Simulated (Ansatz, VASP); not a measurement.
**Cu in VASP and in Ansatz**

File POSCAR:

```
Cu
1.0
   -1.4024208023      1.4024208023      1.4591440870
    1.4024208023     -1.4024208023      1.4591440870
    1.4024208023      1.4024208023     -1.4591440870
Cu
1
Direct
    0.0000000000      0.0000000000      0.0000000000
```

Contents of INCAR.step1:

```
SYSTEM = Cu
PREC = Accurate ; ENCUT = 520
ISMEAR = 0 ; SIGMA = 0.15
LREAL = .False. ; LASPH = .True.
NELM = 80 ; NBANDS = 12
GGA = PE ; ALGO = Normal
EDIFF = 1E-4 ; LWAVE = .True.
LCHARG = .False.
```

File INCAR.step2:

```
SYSTEM = Cu
PREC = Accurate ; ENCUT = 520
EDIFF = 1E-6 ; ISMEAR = 0
SIGMA = 0.15 ; LREAL = .False.
LASPH = .True. ; NELM = 80
ALGO = Normal ; ISIF = 2
LWAVE = .False. ; LCHARG = .True.
METAGGA = R2SCAN ; LMIXTAU = .True.
LELF = .True. ; LVHAR = .True.
NBANDS = 12 ; ISTART = 1
```

The input KPOINTS:

```
Automatic mesh
0
Gamma
  32 32 32
  0 0 0
```

Input for Ansatz:

```yaml
crystal:
  lattice:
    - [-1.4024208023, 1.4024208023, 1.459144087]
    - [1.4024208023, -1.4024208023, 1.459144087]
    - [1.4024208023, 1.4024208023, -1.459144087]
  atoms:
    - { symbol: Cu, position: [0.0, 0.0, 0.0] }
basis:
  ecutwfc: 500
kpoints:
  mp_grid: { grid: [32, 32, 32] }
hamiltonian:
  xc: r2scan
scf:
  occupations: { method: gaussian, width: 0.15 }
output:
  forces: true
  stress: true
  eigenvalues: true
```

Alike in both runs: task single point; functional r2SCAN; k mesh 32 × 32 × 32; occupations gaussian, width 0.15 eV; no spin polarisation.

|  | VASP | Ansatz |
| --- | --- | --- |
| version | VASP 6.6.1 | Ansatz 0.2.0 |
| potentials or method | VASP PAW PBE potentials, release 64 (Cu), cutoff 520 eV | scalar-relativistic, plane waves, PAW |
| valence electrons in the cell | 11 | 19 |

```tsv
	VASP	Ansatz	Ansatz less VASP
gap on the k mesh at the Fermi level (eV)	none	none	-
pressure (GPa)	0.7	0.0	-0.71
traceless stress, the component that is largest in VASP (GPa)	0.43	0.37	-0.062
```

VASP's potentials were made for PBE, not for r2SCAN. A gap of «none» marks a metal or a gap that the smearing closes. VASP's potentials hold 11 valence electrons a cell and Ansatz's 19, so a difference there can come from the potentials and not from the codes.
